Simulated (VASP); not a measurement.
Runs of VASP 6.6.1 on SiC4. The structure is that of space group P4/mmm (No. 123), or close to it. The cells are those of the table. 

```csv
task,potentials or basis,spin,cell,k mesh,cutoff (eV),second run,gap on the mesh (eV),pressure (GPa),relaxed volume (Å³/atom),largest force (eV/Å)
single point,"VASP PAW PBE potentials, release 64 (Si, C_h)",off,"a = 3.142, b = 3.142, c = 3.970 Å, 5 atoms",12 × 12 × 10,910,hard_potentials,none,-0.4,-,0.01
single point,"VASP PAW PBE potentials, release 64 (Si, C)",off,"a = 3.142, b = 3.142, c = 3.970 Å, 5 atoms",12 × 12 × 10,520,-,none,0.1,-,0.07
single point,"VASP PAW PBE potentials, release 64 (Si, C_h)",off,"a = 3.114, b = 3.114, c = 3.969 Å, 5 atoms",4 × 4 × 4,910,hard_potentials,none,-0.5,-,0.03
relaxation of cell and atoms,"VASP PAW PBE potentials, release 64 (Si, C)",off,"relaxed from a = 3.162, b = 3.162, c = 3.956 Å, 5 atoms",12 × 12 × 10,600,-,none,0.1,7.82,0.01
relaxation of cell and atoms,"VASP PAW PBE potentials, release 64 (Si, C)",off,"relaxed from a = 3.114, b = 3.114, c = 3.969 Å, 5 atoms",6 × 6 × 4,600,-,none,-0.2,(a),0.02
single point,"VASP PAW PBE potentials, release 64 (Si, C)",off,"a = 3.114, b = 3.114, c = 3.969 Å, 5 atoms",4 × 4 × 4,520,-,none,-0.1,-,0.09
single point,"VASP PAW PBE potentials, release 64 (Si, C)",off,"a = 3.162, b = 3.162, c = 3.956 Å, 5 atoms",6 × 6 × 4,520,-,none,0.3,-,0.07
single point,"VASP PAW PBE potentials, release 64 (Si, C)",off,"a = 4.339, b = 4.339, c = 4.327 Å, 5 atoms",4 × 4 × 4,520,-,none,(b),-,1.85
single point,"VASP PAW PBE potentials, release 64 (Si, C)","collinear, ferromagnetic start","a = 3.162, b = 3.162, c = 3.956 Å, 5 atoms",6 × 6 × 4,520,-,none,0.3,-,0.07
```

Alike in all rows: level PBE; smearing gaussian 0.1 eV.

Estimate the missing entries.

(a) 7.91; (b) -4.0.

Caveats: some runs use coarse meshes; the cutoff is under 1.25 times the usual one of these potentials, so pressure, stress and relaxed cells hold a basis-set (Pulay) error (some runs); this functional lacks dispersion, which binds the layers, so the pressure and a relaxed spacing across them are unreliable (some runs); forces of over 1 eV/Å act on the atoms, so gaps and moduli don't describe the material at rest (some runs).

A gap of «none» marks levels without a gap at the run's occupations.
